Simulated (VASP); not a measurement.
Zn:

```
CELL_PARAMETERS angstrom
0.00000 2.14320 2.14320
2.14320 0.00000 2.14320
2.14320 2.14320 0.00000
ATOMIC_POSITIONS crystal
Zn 0.00000 0.00000 0.00000
```

| Item | Value |
| --- | --- |
| Program | VASP 6.6.1 |
| Task | relaxation of cell and atoms |
| Functional | PBE |
| Potentials or basis | VASP PAW PBE potentials, release 64 (Zn) |
| Cutoff | 500 eV |
| k mesh | 8 × 8 × 8 |
| Occupations | gaussian, width 0.1 eV |
| Spin | no spin polarisation |

At the start: pressure -8.7 GPa; volume 19.69 Å³/atom.

Problem. Where does the relaxation end?

Solution. Over 4 steps the energy falls by 159.1 meV/atom and the volume is 15.20 Å³/atom (-22.8 %); space group Fm-3m (No. 225, to 0.05 Å).

Step by step:
```csv
step,energy change (eV),largest force (eV/Å),pressure (GPa),volume (Å³)
1,0.0000,0.0000,-8.73,19.69
2,-0.1327,0.0000,-5.03,16.79
3,-0.1587,0.0000,-0.86,15.45
4,-0.1591,0.0000,0.28,15.20
```

Final structure:
```yaml
crystal:
  lattice:
    - [0.00000, 1.96626, 1.96626]
    - [1.96626, 0.00000, 1.96626]
    - [1.96626, 1.96626, 0.00000]
  atoms:
    - { symbol: Zn, position: [0.00000, 0.00000, 0.00000] }
```

Caveat: the volume moved by over 15 % at a fixed basis, so the end points are rough.
